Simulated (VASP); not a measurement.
Here is a VASP 6.6.1 calculation.

POSCAR

```
LiBr
1.0
    0.0000000000      2.7369769274      2.7369769274
    2.7369769274      0.0000000000      2.7369769274
    2.7369769274      2.7369769274      0.0000000000
Li Br
1 1
Direct
    0.0000000000      0.0000000000      0.0000000000
    0.5000000000      0.5000000000      0.5000000000
```

The input INCAR.step1:

```
PREC = Accurate
ENCUT = 650
EDIFF = 1E-5
ISMEAR = -1
SIGMA = 0.02
LREAL = F
LASPH = T
NELM = 120
ALGO = Normal
ISIF = 2
LWAVE = T
LCHARG = F
NBANDS = 12
GGA = PE
GGA_COMPAT = F
```

INCAR.step2

```
PREC = Accurate
ENCUT = 650
EDIFF = 1E-6
ISMEAR = -1
SIGMA = 0.02
LREAL = F
LASPH = T
NELM = 120
ALGO = Normal
ISIF = 2
LWAVE = F
LCHARG = F
GGA = PE
LHFCALC = T
HFSCREEN = 0.2079
PRECFOCK = Normal
NBANDS = 12
ISTART = 1
GGA_COMPAT = F
```

KPOINTS

```
Automatic mesh
0
Gamma
  6 6 6
```

Potentials or basis: VASP PAW PBE potentials, release 64 (Li_sv, Br).

Command:

```sh
$ cat potpaw_PBE.64/Li_sv/POTCAR potpaw_PBE.64/Br/POTCAR > POTCAR
$ cp INCAR.step1 INCAR
$ mpirun -np 1 vasp_std > vasp.out
$ cp INCAR.step2 INCAR
$ mpirun -np 1 vasp_std > vasp.out
```

What does it give for the pressure?

-0.1 GPa.

Predict the band gap on the k mesh.

6.22 eV.

Caveat: the PAW data sets were made with another functional, which shifts forces and pressure a little.
